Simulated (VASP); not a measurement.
# SmO3 (Im-3m) in VASP: further runs, part 2 of 2

VASP 6.6.1. The steps go on from the part before.

## (3) Single point, PBE

This run uses another cell than the first one, of 14.52 Å³/atom.

Input file INCAR:

```
SYSTEM = SmO3
PREC = Accurate
ENCUT = 600
EDIFF = 1E-6
ISMEAR = 0
SIGMA = 0.1
LREAL = .False.
LASPH = .True.
NELM = 200
ALGO = Normal
ISIF = 2
LWAVE = .False.
LCHARG = .False.
GGA = PE
NBANDS = 22
GGA_COMPAT = .False.
LMAXMIX = 6
```

Input file KPOINTS:

```
regular mesh
0
Gamma
  6 6 6
  0 0 0
```

Input file POSCAR:

```
SmO3
1.0
   -2.4395013600      2.4395013600      2.4395013600
    2.4395013600     -2.4395013600      2.4395013600
    2.4395013600      2.4395013600     -2.4395013600
Sm O
1 3
Direct
    0.0000000000      0.0000000000      0.0000000000
    0.0000000000      0.5000000000      0.5000000000
    0.5000000000      0.0000000000      0.5000000000
    0.5000000000      0.5000000000      0.0000000000
```

Potentials or basis: VASP PAW PBE potentials, release 64 (Sm_3, O), 4f in core.

Launch:

```sh
> cat potpaw_PBE.64/Sm_3/POTCAR potpaw_PBE.64/O/POTCAR > POTCAR
> mpirun -np 1 vasp_std > vasp.out
```

Wall time 17 s (1 thread of AMD EPYC 9R45 (Zen 5), shared host); peak memory 0.18 GiB.

Results (log left out):

| Item | Value |
| --- | --- |
| Free energy | -24.8693 eV |
| Pressure | -12.6 GPa |
| Band gap on the k mesh | zero (an odd number of electrons rules out a gap without spin polarisation) |

Levels at points of the mesh, in eV from the Fermi level:
```
           k point  band 10  band 11  band 12  band 13  band 14  band 15  band 16  band 17  band 18  band 19
(0.00, 0.00, 0.00)    -3.24    -1.46    -1.46    -1.46     0.74     0.74     0.74     3.44     3.44     3.44
(0.50, 0.00, 0.00)    -3.14    -1.78    -1.59    -1.46    -1.43    -1.13     0.59     4.94     5.98     6.17
(0.50, 0.50, 0.50)    -3.64    -1.20    -1.20    -1.20     0.69     0.69     0.69     5.60     5.60     5.60
```

Caveat: the cell stands under tension; spin-orbit coupling is left out, which moves the levels of the heavy elements; the 4f electrons are frozen in the core, so they carry no moment and show no levels; an odd number of electrons without spin polarisation forces a metal; a magnetic or distorted state may lie lower; the run has no spin polarisation, though such a crystal can be magnetic. Spin polarisation is off, so any magnetic state and its effect on volume and gap are missing.

## (4) Relaxation of cell and atoms, PBE

This run uses another cell than the first one, of 14.52 Å³/atom.

Input file INCAR:

```
PREC = Accurate
ENCUT = 600
EDIFF = 1E-7
ISMEAR = 0
SIGMA = 0.1
LREAL = False
LASPH = True
NELM = 200
ALGO = Normal
ISIF = 3
LWAVE = False
LCHARG = False
GGA = PE
IBRION = 2
NSW = 90
EDIFFG = -0.04
GGA_COMPAT = False
NELMIN = 4
LMAXMIX = 6
```

Input file KPOINTS:

```
Automatic mesh
0
Gamma
  6 6 6
```

POSCAR is that of step 3.

Launch:

```sh
> cat potpaw_PBE.64/Sm_3/POTCAR potpaw_PBE.64/O/POTCAR > POTCAR
> mpirun -np 1 vasp_std > vasp.out
```

Wall time 42 s (1 thread of AMD EPYC 9R45 (Zen 5), shared host); peak memory 0.19 GiB.

Results (log left out):

| Item | Value |
| --- | --- |
| Free energy | -25.1552 eV |
| Relaxed volume | 12.90 Å³/atom |
| Relaxed cell | a = 4.062 Å, b = 4.062 Å, c = 4.062 Å, α = 109.47°, β = 109.47°, γ = 109.47° |
| Space group after relaxing (to 0.1 Å) | Im-3m (No. 229) |
| Energy gained by relaxing | 71.5 meV/atom |
| Ionic steps | 3 |
| Pressure after relaxing | 0.0 GPa |
| Band gap on the k mesh | zero (an odd number of electrons rules out a gap without spin polarisation) |

Step by step:
| step | energy change (eV) | largest force (eV/Å) | pressure (GPa) | volume (Å³) |
| --- | --- | --- | --- | --- |
| 1 | 0.0000 | 0.0000 | -12.65 | 58.07 |
| 2 | -0.2213 | 0.0000 | 8.26 | 48.96 |
| 3 | -0.2859 | 0.0000 | -0.02 | 51.59 |

Final structure:
```yaml
crystal:
  lattice:
    - [-2.34521, 2.34521, 2.34521]
    - [2.34521, -2.34521, 2.34521]
    - [2.34521, 2.34521, -2.34521]
  atoms:
    - { symbol: Sm, position: [0.00000, 0.00000, 0.00000] }
    - { symbol: O, position: [0.00000, 0.50000, 0.50000] }
    - { symbol: O, position: [0.50000, 0.00000, 0.50000] }
    - { symbol: O, position: [0.50000, 0.50000, 0.00000] }
```

Levels at points of the mesh, in eV from the Fermi level:
```csv
k point,band 10,band 11,band 12,band 13,band 14,band 15,band 16,band 17,band 18
"(0.00, 0.00, 0.00)",-3.81,-1.50,-1.50,-1.50,0.89,0.89,0.89,3.41,3.41
"(0.50, 0.00, 0.00)",-3.63,-2.03,-1.83,-1.68,-1.45,-1.34,0.69,5.30,6.61
"(0.50, 0.50, 0.50)",-4.15,-1.21,-1.21,-1.21,0.81,0.81,0.81,6.03,6.03
```

Caveat: spin-orbit coupling is left out, which moves the levels of the heavy elements; the 4f electrons are frozen in the core, so they carry no moment and show no levels; an odd number of electrons without spin polarisation forces a metal; a magnetic or distorted state may lie lower; the run has no spin polarisation, though such a crystal can be magnetic.

## (5) Single point, PBE

Input file INCAR:

```
PREC = Accurate
ENCUT = 600
EDIFF = 1E-6
ISMEAR = 0
SIGMA = 0.1
LREAL = False
LASPH = True
NELM = 200
ALGO = Normal
ISIF = 2
LWAVE = False
LCHARG = True
GGA = PE
LELF = True
LVHAR = True
NBANDS = 22
GGA_COMPAT = False
LMAXMIX = 6
```

Input file KPOINTS:

```
Automatic mesh
0
Gamma
  14 14 14
```

Input file POSCAR:

```
SmO3
1.0
   -2.3428037069      2.3428037069      2.3428037069
    2.3428037069     -2.3428037069      2.3428037069
    2.3428037069      2.3428037069     -2.3428037069
Sm O
1 3
Direct
    0.0000000000      0.0000000000      0.0000000000
    0.0000000000      0.5000000000      0.5000000000
    0.5000000000      0.0000000000      0.5000000000
    0.5000000000      0.5000000000      0.0000000000
```

Launch:

```sh
> cat potpaw_PBE.64/Sm_3/POTCAR potpaw_PBE.64/O/POTCAR > POTCAR
> mpirun -np 1 vasp_std > vasp.out
```

Run time: 59 s. Hardware: 1 thread of AMD EPYC 9R45 (Zen 5), shared host; peak memory 0.24 GiB.

Results (log left out):

```yaml
Free_energy: -25.0794 eV
Pressure: 0.8 GPa
Band_gap_on_the_k_mesh: zero (an odd number of electrons rules out a gap without spin polarisation)
```

Levels at points of the mesh, in eV from the Fermi level:
```tsv
k point	band 12	band 13	band 14	band 15	band 16	band 17
(0.00, 0.00, 0.00)	-1.50	-1.50	0.90	0.90	0.90	3.41
(0.50, 0.00, 0.00)	-1.84	-1.69	-1.45	-1.35	0.69	5.30
(0.50, 0.50, 0.50)	-1.22	-1.22	0.81	0.81	0.81	6.04
```

Caveat: spin-orbit coupling is left out, which moves the levels of the heavy elements; the 4f electrons are frozen in the core, so they carry no moment and show no levels; an odd number of electrons without spin polarisation forces a metal; a magnetic or distorted state may lie lower; the run has no spin polarisation, though such a crystal can be magnetic. With open d or f shells a metallic result of PBE can be an artefact of self-interaction; +U or a hybrid may open a gap.

## (6) Relaxation of cell and atoms, PBE

Input file INCAR:

```
  PREC = Accurate
  ENCUT = 600
  EDIFF = 1E-7
  ISMEAR = 0
  SIGMA = 0.1
  LREAL = False
  LASPH = True
  NELM = 200
  ALGO = Normal
  ISIF = 3
  LWAVE = False
  LCHARG = False
  GGA = PE
  IBRION = 2
  NSW = 100
  EDIFFG = -0.01
  GGA_COMPAT = False
  NELMIN = 4
  LMAXMIX = 6
```

Input file KPOINTS:

```
regular mesh
0
Gamma
  14 14 14
```

Input file POSCAR:

```
SmO3
1.0
   -2.3413207377      2.3413207377      2.3413207377
    2.3413207377     -2.3413207377      2.3413207377
    2.3413207377      2.3413207377     -2.3413207377
Sm O
1 3
Direct
    0.0000000000      0.0000000000      0.0000000000
    0.0000000000      0.5000000000      0.5000000000
    0.5000000000      0.0000000000      0.5000000000
    0.5000000000      0.5000000000      0.0000000000
```

Potentials or basis: VASP PAW PBE potentials, release 64 (Sm_3, O), 4f in core.

Launch:

```sh
> cat potpaw_PBE.64/Sm_3/POTCAR potpaw_PBE.64/O/POTCAR > POTCAR
> mpirun -np 1 vasp_std > vasp.out
```

Run time: 1.9 min. Hardware: 1 thread of AMD EPYC 9R45 (Zen 5), shared host; peak memory 0.23 GiB.

Results (log left out):

```yaml
Free_energy: -25.0799 eV
Relaxed_volume: 12.93 Å³/atom
Relaxed_cell: a = 4.065 Å, b = 4.065 Å, c = 4.065 Å, α = 109.47°, β = 109.47°, γ = 109.47°
Space_group_after_relaxing_to_0.1_Å: Im-3m (No. 229)
Energy_gained_by_relaxing: 0.3 meV/atom
Ionic_steps: 3
Pressure_after_relaxing: 0.0 GPa
Band_gap_on_the_k_mesh: zero (an odd number of electrons rules out a gap without spin polarisation)
```

Step by step:
| step | energy change (eV) | largest force (eV/Å) | pressure (GPa) | volume (Å³) |
| --- | --- | --- | --- | --- |
| 1 | 0.0000 | 0.0000 | 1.04 | 51.34 |
| 2 | -0.0008 | 0.0000 | -0.63 | 51.96 |
| 3 | -0.0012 | 0.0000 | 0.00 | 51.72 |

Final structure:
```cif
data_structure
_symmetry_space_group_name_H-M 'P 1'
_symmetry_Int_Tables_number 1
_cell_length_a 4.0653
_cell_length_b 4.0653
_cell_length_c 4.0653
_cell_angle_alpha 109.471
_cell_angle_beta 109.471
_cell_angle_gamma 109.471
_cell_volume 51.72
loop_
_atom_site_label
_atom_site_type_symbol
_atom_site_fract_x
_atom_site_fract_y
_atom_site_fract_z
_atom_site_occupancy
Sm1 Sm 0.00000 0.00000 0.00000 1
O1 O 0.00000 0.50000 0.50000 1
O2 O 0.50000 0.00000 0.50000 1
O3 O 0.50000 0.50000 0.00000 1
```

Levels at points of the mesh, in eV from the Fermi level:
| k point | band 10 | band 11 | band 12 | band 13 | band 14 | band 15 | band 16 | band 17 | band 18 |
| --- | --- | --- | --- | --- | --- | --- | --- | --- | --- |
| (0.00, 0.00, 0.00) | -3.80 | -1.50 | -1.50 | -1.50 | 0.89 | 0.89 | 0.89 | 3.41 | 3.41 |
| (0.50, 0.00, 0.00) | -3.62 | -2.02 | -1.83 | -1.67 | -1.45 | -1.34 | 0.68 | 5.29 | 6.59 |
| (0.50, 0.50, 0.50) | -4.14 | -1.22 | -1.22 | -1.22 | 0.81 | 0.81 | 0.81 | 6.02 | 6.02 |

Caveat: spin-orbit coupling is left out, which moves the levels of the heavy elements; the 4f electrons are frozen in the core, so they carry no moment and show no levels; an odd number of electrons without spin polarisation forces a metal; a magnetic or distorted state may lie lower; the run has no spin polarisation, though such a crystal can be magnetic. Spin polarisation is off, so any magnetic state and its effect on volume and gap are missing.

## (7) The runs side by side

| task | cell | k mesh | gap on the mesh (eV) | pressure (GPa) | relaxed volume (Å³/atom) |
| --- | --- | --- | --- | --- | --- |
| single point | a = 4.055 Å, angles 109.5°, 4 atoms | 6 × 6 × 6 | none | 0.8 | - |
| single point | a = 4.225 Å, angles 109.5°, 4 atoms | 6 × 6 × 6 | none | -12.6 | - |
| relaxation of cell and atoms | relaxed from a = 4.225 Å, angles 109.5°, 4 atoms | 6 × 6 × 6 | none | 0.0 | 12.90 |
| single point | a = 4.058 Å, angles 109.5°, 4 atoms | 14 × 14 × 14 | none | 0.8 | - |
| relaxation of cell and atoms | relaxed from a = 4.055 Å, angles 109.5°, 4 atoms | 14 × 14 × 14 | none | 0.0 | 12.93 |

Alike in all rows: level PBE; potentials or basis VASP PAW PBE potentials, release 64 (Sm_3, O), 4f in core; no spin polarisation; cutoff (eV) 600; smearing gaussian 0.1 eV.

Caveats: spin-orbit coupling is left out, which moves the levels of the heavy elements; the 4f electrons are frozen in the core, so they carry no moment and show no levels; an odd number of electrons without spin polarisation forces a metal; a magnetic or distorted state may lie lower; the run has no spin polarisation, though such a crystal can be magnetic; the cell stands under tension (at least some runs).

Absolute energies hang on the potentials; compare differences alone.
